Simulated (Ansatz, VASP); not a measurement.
Two plane-wave programs on NiO

Contents of POSCAR:

```
NiO
1.0
    0.0000000000      2.0913095100      2.0913095100
    4.1826190200      2.0913095100      2.0913095100
    4.1826190200      4.1826190200      0.0000000000
Ni O
2 2
Direct
    0.0000000000      0.0000000000      0.0000000000
    0.0000000000      0.0000000000      0.5000000000
    0.5000000000      0.5000000000      0.0000000000
    0.5000000000      0.5000000000      0.5000000000
```

INCAR.step1

```
PREC     = Accurate       # precision mode
ENCUT    = 520            # plane-wave cutoff, eV
ISMEAR   = 0              # smearing method
SIGMA    = 0.05           # smearing width, eV
LREAL    = F              # projectors in reciprocal space
LASPH    = T              # aspherical terms in the spheres
NELM     = 150            # most SCF steps
ISPIN    = 2              # spin polarisation
MAGMOM   = 1.91 -1.91 -0.08 0.08 # initial moments
LMAXMIX  = 4              # l up to which the mixer works
LDAU     = T              # DFT+U
LDAUTYPE = 2            
LDAUL    = 2 -1           # shell
LDAUU    = 3 0            # U, eV
LDAUJ    = 0 0          
NBANDS   = 28             # bands
GGA      = PE             # functional
ALGO     = Normal         # electronic algorithm
EDIFF    = 1E-4           # SCF threshold, eV
LWAVE    = T              # write WAVECAR
LCHARG   = F              # write CHGCAR
```

The input INCAR.step2:

```
PREC     = Accurate       # precision mode
ENCUT    = 520            # plane-wave cutoff, eV
EDIFF    = 1E-7           # SCF threshold, eV
ISMEAR   = 0              # smearing method
SIGMA    = 0.05           # smearing width, eV
LREAL    = F              # projectors in reciprocal space
LASPH    = T              # aspherical terms in the spheres
NELM     = 150            # most SCF steps
ALGO     = Normal         # electronic algorithm
ISIF     = 2              # what is computed and relaxed
LWAVE    = F              # write WAVECAR
LCHARG   = F              # write CHGCAR
ISPIN    = 2              # spin polarisation
MAGMOM   = 1.91 -1.91 -0.08 0.08 # initial moments
LORBIT   = 11             # projections on sites
LMAXMIX  = 4              # l up to which the mixer works
LDAU     = T              # DFT+U
LDAUTYPE = 2            
LDAUL    = 2 -1           # shell
LDAUU    = 3 0            # U, eV
LDAUJ    = 0 0          
LDAUPRINT= 1            
METAGGA  = R2SCAN         # meta-GGA
LMIXTAU  = T            
NBANDS   = 28             # bands
ISTART   = 1
```

The input KPOINTS:

```
regular mesh
0
Gamma
  8 8 8
```

Input for Ansatz:

```yaml
crystal:
  lattice:
    - [0.0, 2.09130951, 2.09130951]
    - [4.18261902, 2.09130951, 2.09130951]
    - [4.18261902, 4.18261902, 0.0]
  atoms:
    - { symbol: Ni, position: [0.0, 0.0, 0.0], spin: 2.0 }
    - { symbol: O, position: [0.5, 0.5, 0.0] }
    - { symbol: Ni, position: [0.0, 0.0, 0.5], spin: -2.0 }
    - { symbol: O, position: [0.5, 0.5, 0.5] }
basis:
  ecutwfc: 500
  ecutrho_ratio: 4
kpoints:
  mp_grid: { grid: [8, 8, 8] }
hamiltonian:
  xc: r2scan
  hubbard:
    sites:
      - { site: 0, l: d, u_eff: 3.0, starting_ns: [{ spin: up, occupation_matrix: s0up }, { spin: down, occupation_matrix: s0down }] }
      - { site: 2, l: d, u_eff: 3.0, starting_ns: [{ spin: up, occupation_matrix: s2up }, { spin: down, occupation_matrix: s2down }] }
    occupation_matrices:
      s0up:
        matrix:
          - [0.97, 0.0, 0.0, 0.0, 0.0]
          - [0.0, 0.97, 0.0, 0.0, 0.0]
          - [0.0, 0.0, 0.97, 0.0, 0.0]
          - [0.0, 0.0, 0.0, 0.97, 0.0]
          - [0.0, 0.0, 0.0, 0.0, 0.97]
      s0down:
        matrix:
          - [0.77957, 0.08242, -0.00961, -0.25219, -0.27232]
          - [0.08242, 0.25313, 0.35841, -0.13085, 0.12145]
          - [-0.00961, 0.35841, 0.78529, 0.11208, -0.01562]
          - [-0.25219, -0.13085, 0.11208, 0.55146, -0.35938]
          - [-0.27232, 0.12145, -0.01562, -0.35938, 0.58055]
      s2up:
        matrix:
          - [0.63606, 0.39798, -0.09168, -0.08689, -0.17715]
          - [0.39798, 0.2978, -0.1621, 0.00585, -0.04511]
          - [-0.09168, -0.1621, 0.57273, -0.15783, -0.39999]
          - [-0.08689, 0.00585, -0.15783, 0.89916, -0.1726]
          - [-0.17715, -0.04511, -0.39999, -0.1726, 0.54426]
      s2down:
        matrix:
          - [0.97, 0.0, 0.0, 0.0, 0.0]
          - [0.0, 0.97, 0.0, 0.0, 0.0]
          - [0.0, 0.0, 0.97, 0.0, 0.0]
          - [0.0, 0.0, 0.0, 0.97, 0.0]
          - [0.0, 0.0, 0.0, 0.0, 0.97]
    ns_hold: until_converged
scf:
  occupations: { method: gaussian, width: 0.05 }
  lower_state_search: "off"
  max_iter: 150
output:
  forces: true
  stress: true
  eigenvalues: true
  populations: true
  hubbard: { sites: [{ site: 0, l: d }, { site: 2, l: d }] }
  write_density: true
  write_potential: true
  elf: true
  volumetric_format: npy
magnetization:
  spin_polarized: true
```

Alike in both runs: task single point; functional r2SCAN; k mesh 8 × 8 × 8; occupations gaussian, width 0.05 eV; collinear spin; Hubbard terms Ni d U = 3.0 eV.

```csv
,VASP,Ansatz
version,VASP 6.6.1,Ansatz 0.2.0
potentials or method,"VASP PAW PBE potentials, release 64 (Ni, O), cutoff 520 eV","scalar-relativistic, plane waves, PAW"
valence electrons in the cell,32,48
```

Ansatz gave:

```
gap on the k mesh at the Fermi level (eV)                     : 2.40
least direct gap on the mesh (eV)                             : 3.11
pressure (GPa)                                                : 3.7
net moment per atom (μB)                                      : 0.00
size of the moment on the site where the two differ most (μB) : 1.74
```

Problem. What did VASP give for the same quantities?

Solution. gap on the k mesh at the Fermi level (eV): 2.45; least direct gap on the mesh (eV): 3.18; pressure (GPa): -0.5; net moment per atom (μB): 0.00; size of the moment on the site where the two differ most (μB): 1.81.

VASP's potentials were made for PBE, not for r2SCAN. Site moments also hang on the region over which each program counts them. The programs project onto different local orbitals, so the same U acts differently, and such runs can settle in different states. VASP's potentials hold 32 valence electrons a cell and Ansatz's 48, so a difference there can come from the potentials and not from the codes. Ansatz's warnings: specified occupation not kept, symmetry narrowed by occupation matrices.
